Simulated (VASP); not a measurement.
# BN (P6_3mc) in VASP: further runs

The runs below take BN through single point, with PBE, r2SCAN, HSE06.

Program: VASP 6.6.1. These are calculated values, not measurements. Logs are shortened: lines on timing, memory, paths and dates and some standing lists are left out, and cuts for length are marked.

### Step 1. The cell of the first run

The structure is hexagonal, space group P6_3mc (No. 186). The conventional cell has a = 2.544 Å, b = 2.544 Å, c = 4.208 Å, α = 90.00°, β = 90.00°, γ = 120.00°. B (site symmetry 3m) has 4 N at 1.56 to 1.58 Å within 2.1 Å. N (site symmetry 3m) has 4 B at 1.56 to 1.58 Å within 2.1 Å.

### Step 2. Single point, PBE

File INCAR:

```
ALGO     = Normal         # electronic algorithm
EDIFF    = 1E-6           # SCF threshold, eV
ENCUT    = 520            # plane-wave cutoff, eV
GGA      = PE             # functional
ISIF     = 2              # what is computed and relaxed
ISMEAR   = 0              # smearing method
LASPH    = True           # aspherical terms in the spheres
LCHARG   = False          # write CHGCAR
LREAL    = False          # projectors in reciprocal space
LWAVE    = False          # write WAVECAR
NBANDS   = 16             # bands
NELM     = 80             # most SCF steps
PREC     = Accurate       # precision mode
SIGMA    = 0.01           # smearing width, eV
```

File KPOINTS:

```
k-points
0
Gamma
  6 6 4
```

File POSCAR:

```
BN
1.0
    2.5439493101      0.0000000000      0.0000000000
   -1.2719746550      2.2031247285      0.0000000000
    0.0000000000      0.0000000000      4.2078167837
B N
2 2
Direct
    0.6666666667      0.3333333333      0.0002035745
    0.3333333333      0.6666666667      0.5002035745
    0.6666666667      0.3333333333      0.3747964255
    0.3333333333      0.6666666667      0.8747964255
```

Potentials or basis: VASP PAW PBE potentials, release 64 (B, N).

Command:

```sh
> cat potpaw_PBE.64/B/POTCAR potpaw_PBE.64/N/POTCAR > POTCAR
> mpirun -np 1 vasp_std > vasp.out
```

OUTCAR:

```text
EDIFF = 1E-6
   ENCUT = 520
   GGA = PE
   ISIF = 2
   ISMEAR = 0
   LASPH = True
   LREAL = False
   NELM = 80
   PREC = Accurate

 ion  position               nearest neighbor table
   1  0.667  0.333  0.000-   4 1.56   4 1.56   4 1.56   3 1.58
   2  0.333  0.667  0.500-   3 1.56   3 1.56   3 1.56   4 1.58
   3  0.667  0.333  0.375-   2 1.56   2 1.56   2 1.56   1 1.58
   4  0.333  0.667  0.875-   1 1.56   1 1.56   1 1.56   2 1.58

  LATTYP: Found a hexagonal cell.
 ALAT       =     2.5439493101
 C/A-ratio  =     1.6540489887

  Lattice vectors:

 A1 = (   2.5439493101,   0.0000000000,   0.0000000000)
 A2 = (  -1.2719746550,   2.2031247285,   0.0000000000)
 A3 = (   0.0000000000,   0.0000000000,   4.2078167837)

Analysis of symmetry for initial positions (statically):
=====================================================================
 Subroutine PRICEL returns:
 Original cell was already a primitive cell.

 Routine SETGRP: Setting up the symmetry group for a
 hexagonal supercell.

 Subroutine GETGRP returns: Found 12 space group operations
 (whereof  6 operations were pure point group operations)
 out of a pool of 24 trial point group operations.

The static configuration has the point symmetry C_3v.
 The point group associated with its full space group is C_6v.

Analysis of symmetry for dynamics (positions and initial velocities):
=====================================================================
 Subroutine PRICEL returns:
 Original cell was already a primitive cell.

 Routine SETGRP: Setting up the symmetry group for a
 hexagonal supercell.

 Subroutine GETGRP returns: Found 12 space group operations
 (whereof  6 operations were pure point group operations)
 out of a pool of 24 trial point group operations.

The dynamic configuration has the point symmetry C_3v.
 The point group associated with its full space group is C_6v.

 Subroutine INISYM returns: Found 12 space group operations
 (whereof  6 operations are pure point group operations),
 and found     1 'primitive' translations

----------------------------------------------------------------------------------------

                                     Primitive cell

  volume of cell :      23.5833

  direct lattice vectors                    reciprocal lattice vectors
     2.543949310  0.000000000  0.000000000     0.393089593  0.226950383  0.000000000
    -1.271974655  2.203124729  0.000000000     0.000000000  0.453900765  0.000000000
     0.000000000  0.000000000  4.207816784     0.000000000  0.000000000  0.237652933

  length of vectors
     2.543949310  2.543949310  4.207816784     0.453900765  0.453900765  0.237652933

  position of ions in fractional coordinates (direct lattice)
     0.666666667  0.333333333  0.000203574
     0.333333333  0.666666667  0.500203574
     0.666666667  0.333333333  0.374796426
     0.333333333  0.666666667  0.874796426

  ion indices of the primitive-cell ions
   primitive index   ion index
                 1           1
                 2           2
                 3           3
                 4           4

----------------------------------------------------------------------------------------

 KPOINTS: k-points

Automatic generation of k-mesh.
 Grid dimensions read from file:
 generate k-points for:    6    6    4

 Generating k-lattice:

  Cartesian coordinates                     Fractional coordinates (reciprocal lattice)
     0.065514932  0.037825064  0.000000000     0.166666667 -0.000000000  0.000000000
     0.000000000  0.075650128  0.000000000     0.000000000  0.166666667  0.000000000
     0.000000000  0.000000000  0.059413233     0.000000000  0.000000000  0.250000000

  Length of vectors
     0.075650128  0.075650128  0.059413233

  Shift w.r.t. Gamma in fractional coordinates (k-lattice)
     0.000000000  0.000000000  0.000000000

 Subroutine IBZKPT returns following result:
 ===========================================

 Found     21 irreducible k-points:

 Following reciprocal coordinates:
            Coordinates               Weight
  0.000000  0.000000  0.000000      1.000000
  0.166667  0.000000  0.000000      6.000000
  0.333333 -0.000000  0.000000      6.000000
  0.500000 -0.000000  0.000000      3.000000
  0.166667  0.166667  0.000000      6.000000
  0.333333  0.166667  0.000000     12.000000
[... 13 lines left out ...]
  0.333333  0.166667  0.500000     12.000000
  0.333333  0.333333  0.500000      2.000000
   k-points           NKPTS =     21   k-points in BZ     NKDIM =     21   number of bands    NBANDS=     16
   number of dos      NEDOS =    301   number of ions     NIONS =      4
   total plane-waves  NPLWV =  12800
   dimension x,y,z NGX =    20 NGY =   20 NGZ =   32
   dimension x,y,z NGXF=    40 NGYF=   40 NGZF=   64
   ions per type =               2   2
   NGX,Y,Z   is equivalent  to a cutoff of  13.07, 13.07, 12.64 a.u.
   NGXF,Y,Z  is equivalent  to a cutoff of  26.14, 26.14, 25.29 a.u.
 SYSTEM =  unknown system
   PREC   = accura    normal or accurate (medium, high low for compatibility)
   ISTART =      0    job   : 0-new  1-cont  2-samecut
   ICHARG =      2    charge: 1-file 2-atom 10-const
   ISPIN  =      1    spin polarized calculation?
   LNONCOLLINEAR =      F non collinear calculations
   LSORBIT =      F    spin-orbit coupling
   LASPH  =      T    aspherical Exc in radial PAW
   ENCUT  =  520.0 eV  38.22 Ry    6.18 a.u.   4.73  4.73  7.82*2*pi/ulx,y,z
   NELM   =     80;   NELMIN=  2; NELMDL= -5     # of ELM steps
   EDIFF  = 0.1E-05   stopping-criterion for ELM
   LREAL  =      F    real-space projection
   EDIFFG = 0.1E-04   stopping-criterion for IOM
   NSW    =      0    number of steps for IOM
   IBRION =     -1    ionic relax: 0-MD 1-quasi-New 2-CG
   NFREE  =      0    steps in history (QN), initial steepest desc. (CG)
   ISIF   =      2    stress and relaxation
   ISYM   =      2    0-nonsym 1-usesym 2-fastsym
   POTIM  = 0.5000    time-step for ionic-motion
   TEBEG  =    0.0;   TEEND  =   0.0 temperature during run
   PSTRESS=    0.0 pullay stress
   NELECT =      16.0000    total number of electrons
   NUPDOWN=      -1.0000    fix difference up-down
   EMIN   =  10.00;   EMAX   =-10.00  energy-range for DOS
   EFERMI =   0.00;   METHOD = LEGACY
   ISMEAR =     0;   SIGMA  =   0.01  broadening in eV -4-tet -1-fermi 0-gaus
   EFERMI_NEDOS =   21; number of points for ismear=-14 and -15
   IALGO  =     38    algorithm
   IMIX   =      4    mixing-type and parameters
     AMIX     =   0.40;   BMIX     =  1.00
     AMIX_MAG =   1.60;   BMIX_MAG =  1.00
  volume/ion in A,a.u.               =       5.90        39.79
  Fermi-wavevector in a.u.,A,eV,Ry     =   1.438512  2.718393 28.154749  2.069316
  Thomas-Fermi vector in A             =   2.557470
   LORBIT       =      0    0 simple, 1 ext, 2 COOP (PROOUT), +10 PAW based schemes
   GGA     = PE    functional components
   LHFCALC =     F    Hartree Fock is set to
   AEXX    =    0.0000 exact exchange contribution
   IVDW    =     0    specifies the selected vdW correction
   LEPSILON=     F    determine dielectric tensor
   LRPA    =     F    only Hartree local field effects (RPA)
 non-spin polarized calculation
 Gauss-broadening in eV      SIGMA  =   0.01
  energy-cutoff  :      520.00
  volume of cell :       23.58
 maximum number of plane-waves:       652
 NGX is ok and might be reduce to    20
   NGX =  9   NGY =  9   NGZ = 15

 number of electron      16.0000000 magnetization

 Free energy of the ion-electron system (eV)
  ---------------------------------------------------
  ext. energy  EPLUGINS =         0.00000000
  ---------------------------------------------------
  free energy    TOTEN  =       -34.82331782 eV

  energy without entropy =      -34.82331782  energy(sigma->0) =      -34.82331782

 E-fermi :   7.6264     XC(G=0): -12.8215

 val. band max:        7.5843842246   @ k =   0.0000   0.0000   0.0000
 cond. band min:      12.7727619785   @ k =   0.3333   0.3333   0.0000
 fundamental gap:      5.1883777540
 Fermi energy:         7.6263695792

 k-point     1 :       0.0000    0.0000    0.0000
  band No.  band energies     occupation
      1     -12.8445      2.00000
      2      -8.6810      2.00000
      3      -3.3534      2.00000
      4       5.4560      2.00000
      5       5.4560      2.00000
      6       7.3160      2.00000
[... 8 lines left out ...]
     15      19.5011      0.00000
     16      23.8305      0.00000

 k-point     2 :       0.1667    0.0000    0.0000
  band No.  band energies     occupation
      1     -12.2435      2.00000
      2      -8.2323      2.00000
      3      -2.7590      2.00000
      4       3.0957      2.00000
      5       4.5072      2.00000
      6       5.5928      2.00000
[... 8 lines left out ...]
     15      21.0932      0.00000
     16      22.9321      0.00000

 k-point     3 :       0.3333   -0.0000    0.0000
  band No.  band energies     occupation
      1     -10.5435      2.00000
      2      -7.2744      2.00000
      3      -1.1159      2.00000
      4      -0.6314      2.00000
      5       2.0516      2.00000
      6       3.1361      2.00000
[... 8 lines left out ...]
     15      23.4164      0.00000
     16      24.0201      0.00000

 k-point     4 :       0.5000   -0.0000    0.0000
  band No.  band energies     occupation
      1      -8.7413      2.00000
      2      -7.4578      2.00000
      3      -1.9197      2.00000
      4      -0.2285      2.00000
      5       0.6623      2.00000
      6       2.5891      2.00000
[... 8 lines left out ...]
     15      24.0685      0.00000
     16      25.4308      0.00000

 k-point     5 :       0.1667    0.1667    0.0000
  band No.  band energies     occupation
      1     -11.0865      2.00000
      2      -7.4902      2.00000
      3      -1.6200      2.00000
      4       0.9660      2.00000
      5       1.8952      2.00000
      6       3.9454      2.00000
[... 8 lines left out ...]
     15      23.1208      0.00000
     16      23.4356      0.00000

 k-point     6 :       0.3333    0.1667    0.0000
  band No.  band energies     occupation
      1      -9.0832      2.00000
      2      -7.0322      2.00000
      3      -1.3676      2.00000
      4       0.1724      2.00000
      5       0.4855      2.00000
      6       1.5853      2.00000
[... 8 lines left out ...]
     15      23.5013      0.00000
     16      24.1403      0.00000
[... 210 lines left out ...]
 k-point    18 :       0.5000   -0.0000    0.5000
  band No.  band energies     occupation
      1      -7.9924      2.00000
      2      -7.9924      2.00000
      3      -2.4513      2.00000
      4      -2.4513      2.00000
      5       3.8076      2.00000
      6       3.8076      2.00000
[... 8 lines left out ...]
     15      24.0469      0.00000
     16      24.0469      0.00000

 k-point    19 :       0.1667    0.1667    0.5000
  band No.  band energies     occupation
      1      -9.7497      2.00000
      2      -9.7497      2.00000
      3       0.9587      2.00000
      4       0.9587      2.00000
      5       3.2673      2.00000
      6       3.2673      2.00000
[... 8 lines left out ...]
     15      22.4109      0.00000
     16      22.4109      0.00000

 k-point    20 :       0.3333    0.1667    0.5000
  band No.  band energies     occupation
      1      -8.1177      2.00000
      2      -8.1177      2.00000
      3      -1.5069      2.00000
      4      -1.5069      2.00000
      5       2.0116      2.00000
      6       2.0116      2.00000
[... 8 lines left out ...]
     15      23.8357      0.00000
     16      23.8357      0.00000

 k-point    21 :       0.3333    0.3333    0.5000
  band No.  band energies     occupation
      1      -7.3795      2.00000
      2      -7.3795      2.00000
      3      -1.2625      2.00000
      4      -1.2625      2.00000
      5      -0.1660      2.00000
      6      -0.1660      2.00000
[... 8 lines left out ...]
     15      24.2871      0.00000
     16      24.2871      0.00000

------------------------ aborting loop because EDIFF is reached ----------------------------------------

  FORCE on cell =-STRESS in cart. coord.  units (eV):
  Direction    XX          YY          ZZ          XY          YZ          ZX
  --------------------------------------------------------------------------------------
  -------------------------------------------------------------------------------------
  Total        0.7433844      0.7433844      0.7021649      0.0000000      0.0000000      0.0000000
  in kB       50.5032882     50.5032882     47.7029584      0.0000000      0.0000000      0.0000000
  external PRESSURE =      49.5698449 kB  Pullay stress =       0.0000000 kB

 VOLUME and BASIS-vectors are now :
 -----------------------------------------------------------------------------
  energy-cutoff  :      520.00
  volume of cell :       23.58
      direct lattice vectors                 reciprocal lattice vectors
     2.543949310  0.000000000  0.000000000     0.393089593  0.226950383  0.000000000
    -1.271974655  2.203124729  0.000000000     0.000000000  0.453900765  0.000000000
     0.000000000  0.000000000  4.207816784     0.000000000  0.000000000  0.237652933

 POSITION                                       TOTAL-FORCE (eV/Angst)
 -----------------------------------------------------------------------------------
      1.27197      0.73437      0.00086         0.000000      0.000000      0.004113
     -0.00000      1.46875      2.10476         0.000000     -0.000000      0.004113
      1.27197      0.73437      1.57707         0.000000     -0.000000     -0.004113
     -0.00000      1.46875      3.68098        -0.000000      0.000000     -0.004113
 -----------------------------------------------------------------------------------
    total drift:                               -0.000000     -0.000000     -0.000416

  FREE ENERGIE OF THE ION-ELECTRON SYSTEM (eV)
  ---------------------------------------------------
  free  energy   TOTEN  =       -34.8233178188 eV

  energy  without entropy=      -34.8233178188  energy(sigma->0) =      -34.82331782
```

Wall time 7.8 s (1 thread of AMD EPYC 7R43 (Zen 3), shared host); peak memory 0.09 GiB.

What came out:

| Item | Value |
| --- | --- |
| Free energy | -34.8233 eV |
| Pressure | 5.0 GPa |
| Largest force | 0.004 eV/Å |
| Band gap on the k mesh | 5.19 eV (least direct gap 8.32 eV) |

Forces on the atoms (eV/Å):
```
B    0.000  0.000  0.004
B    0.000  0.000  0.004
N    0.000  0.000 -0.004
N    0.000  0.000 -0.004
```

Stress tensor (GPa, compression positive):
```
5.05 0.00 0.00
0.00 5.05 0.00
0.00 0.00 4.77
```

Levels at points of the mesh, in eV from the valence-band top:
| k point | band 4 | band 5 | band 6 | band 7 | band 8 | band 9 | band 10 | band 11 | band 12 | band 13 |
| --- | --- | --- | --- | --- | --- | --- | --- | --- | --- | --- |
| (0.00, 0.00, 0.00) | -2.13 | -2.13 | -0.27 | 0.00 | 0.00 | 8.38 | 8.38 | 8.62 | 9.56 | 10.81 |
| (0.50, 0.00, 0.00) | -7.81 | -6.92 | -5.00 | -4.42 | -2.12 | 6.72 | 7.98 | 10.62 | 11.51 | 12.94 |
| (0.00, 0.00, 0.50) | -5.72 | -1.18 | -1.18 | -1.18 | -1.18 | 9.52 | 9.52 | 9.94 | 9.94 | 9.94 |
| (0.50, 0.00, 0.50) | -10.04 | -3.78 | -3.78 | -3.58 | -3.58 | 6.60 | 6.60 | 10.06 | 10.06 | 14.30 |

Caveat: the k points lie up to 0.48 Å⁻¹ apart. A hybrid or GW would open this gap; PBE tends to underestimate it.

### Step 3. Single point, PBE

File INCAR:

```
SYSTEM = BN
ALGO = Normal
EDIFF = 1E-7
ENCUT = 520
GGA = PE
ISIF = 2
ISMEAR = 0
LASPH = .True.
LCHARG = .False.
LREAL = .False.
LWAVE = .False.
NBANDS = 16
NELM = 80
PREC = Accurate
SIGMA = 0.01
```

File KPOINTS:

```
k-points
0
Gamma
  6 6 4
  0 0 0
```

POSCAR is that of step 2.

Potentials or basis: VASP PAW PBE potentials, release 64 (B, N).

Command:

```sh
> cat potpaw_PBE.64/B/POTCAR potpaw_PBE.64/N/POTCAR > POTCAR
> mpirun -np 1 vasp_std > vasp.out
```

It took 8.8 s on 1 thread of AMD EPYC 7R43 (Zen 3), shared host; peak memory 0.1 GiB.

It converged, with:

```yaml
Free_energy: -34.8233 eV
Pressure: 5.0 GPa
Largest_force: 0.004 eV/Å
Band_gap_on_the_k_mesh: 5.19 eV (least direct gap 8.32 eV)
```

Forces in eV/Å, atoms in the order of the input:
```
B    0.000  0.000  0.004
B    0.000  0.000  0.004
N    0.000  0.000 -0.004
N    0.000  0.000 -0.004
```

Stress tensor (GPa, compression positive):
```
5.05 0.00 0.00
0.00 5.05 0.00
0.00 0.00 4.77
```

Levels at points of the mesh, in eV from the valence-band top:
```
           k point  band 4  band 5  band 6  band 7  band 8  band 9  band 10  band 11  band 12  band 13
(0.00, 0.00, 0.00)   -2.13   -2.13   -0.27    0.00    0.00    8.38     8.38     8.62     9.56    10.81
(0.50, 0.00, 0.00)   -7.81   -6.92   -5.00   -4.42   -2.12    6.72     7.98    10.62    11.51    12.94
(0.00, 0.00, 0.50)   -5.72   -1.18   -1.18   -1.18   -1.18    9.52     9.52     9.94     9.94     9.94
(0.50, 0.00, 0.50)  -10.04   -3.78   -3.78   -3.58   -3.58    6.60     6.60    10.06    10.06    14.30
```

Caveat: the k points lie up to 0.48 Å⁻¹ apart. A k mesh can miss the band edges.

[end of part 1 of 2]
